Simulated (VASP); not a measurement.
Input of a VASP 6.6.1 run:

The input INCAR:

```
ALGO = Normal
EDIFF = 1E-6
ENCUT = 500
GGA = PE
GGA_COMPAT = F
ISIF = 2
ISMEAR = 0
LASPH = T
LCHARG = F
LREAL = F
LWAVE = F
NBANDS = 14
NELM = 120
PREC = Accurate
SIGMA = 0.01
```

KPOINTS

```
k-points
0
Gamma
  6 6 6
```

Contents of POSCAR:

```
NaI
1.0
    0.0000000000      3.1974638741      3.1974638741
    3.1974638741      0.0000000000      3.1974638741
    3.1974638741      3.1974638741      0.0000000000
Na I
1 1
Direct
    0.0000000000      0.0000000000      0.0000000000
    0.5000000000      0.5000000000      0.5000000000
```

Potentials or basis: VASP PAW PBE potentials, release 64 (Na_pv, I).

Command:

```sh
$ cat potpaw_PBE.64/Na_pv/POTCAR potpaw_PBE.64/I/POTCAR > POTCAR
$ mpirun -np 1 vasp_std > vasp.out
```

(1) What does it give for the pressure?

(2) What does it give for the band gap on the k mesh?

Answers

(1) 1.1 GPa.

(2) 3.74 eV, direct.

Caveat: spin-orbit coupling is left out, which moves the levels of the heavy elements.
